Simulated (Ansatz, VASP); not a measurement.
## One calculation of CdTe, two programs

```
CELL_PARAMETERS angstrom
0.00000 3.30869 3.30869
3.30869 0.00000 3.30869
3.30869 3.30869 0.00000
ATOMIC_POSITIONS crystal
Cd 0.00000 0.00000 0.00000
Te 0.25000 0.25000 0.25000
```

Alike in both runs: task single point; functional PBE0; k mesh 4 × 4 × 4; no spin polarisation.

|  | VASP | Ansatz |
| --- | --- | --- |
| version | VASP 6.6.1 | Ansatz 0.2.0 |
| potentials or method | VASP PAW PBE potentials, release 64 (Cd, Te), cutoff 520 eV | scalar-relativistic, plane waves, PAW |
| occupations | gaussian, width 0.01 eV | fixed |
| valence electrons in the cell | 18 | 36 |

VASP gave:

| Item | Value |
| --- | --- |
| gap on the k mesh at the Fermi level (eV) | 2.03 |
| least direct gap on the mesh (eV) | 2.03 |

Task: What did Ansatz give for the same quantities?

Result: gap on the k mesh at the Fermi level (eV): 2.07; least direct gap on the mesh (eV): 2.07.

VASP's potentials hold 18 valence electrons a cell and Ansatz's 36, so a difference there can come from the potentials and not from the codes.

Spin-orbit coupling is off throughout.
